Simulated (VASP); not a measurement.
A run of VASP 6.6.1 is set up as follows.

The input INCAR:

```
SYSTEM = KI
PREC = Accurate
ENCUT = 520
EDIFF = 1E-6
ISMEAR = 0
SIGMA = 0.05
LREAL = .False.
LASPH = .True.
NELM = 60
ALGO = Normal
ISIF = 2
LWAVE = .False.
LCHARG = .True.
GGA = PS
LELF = .True.
LVHAR = .True.
NBANDS = 15
```

Contents of KPOINTS:

```
regular mesh
0
Gamma
  6 6 6
  0 0 0
```

Contents of POSCAR:

```
KI
1.0
    0.0000000000      3.5245500000      3.4893045000
    3.5245500000      0.0000000000      3.4893045000
    3.5245500000      3.5245500000      0.0000000000
K I
1 1
Direct
    0.0000000000      0.0000000000      0.0000000000
    0.5000000000      0.5000000000      0.5000000000
```

Potentials or basis: VASP PAW PBE potentials, release 64 (K_sv, I).

Command:

```bash
$ cat potpaw_PBE.64/K_sv/POTCAR potpaw_PBE.64/I/POTCAR > POTCAR
$ mpirun -np 1 vasp_std > vasp.out
```

Question: Predict the band gap on the k mesh.

Answer: 3.85 eV, direct.

Question: Estimate the pressure.

Answer: 0.0 GPa.

Stress tensor (GPa, compression positive):
```
-0.14  0.00  0.00
 0.00 -0.14  0.00
 0.00  0.00  0.13
```

Caveat: the cell differs from its parent crystal (strain -0.0100 x Voigt [0, 0, 1, 0, 0, 0]); the PAW data sets were made with another functional, which shifts forces and pressure a little; spin-orbit coupling is left out, which moves the levels of the heavy elements.
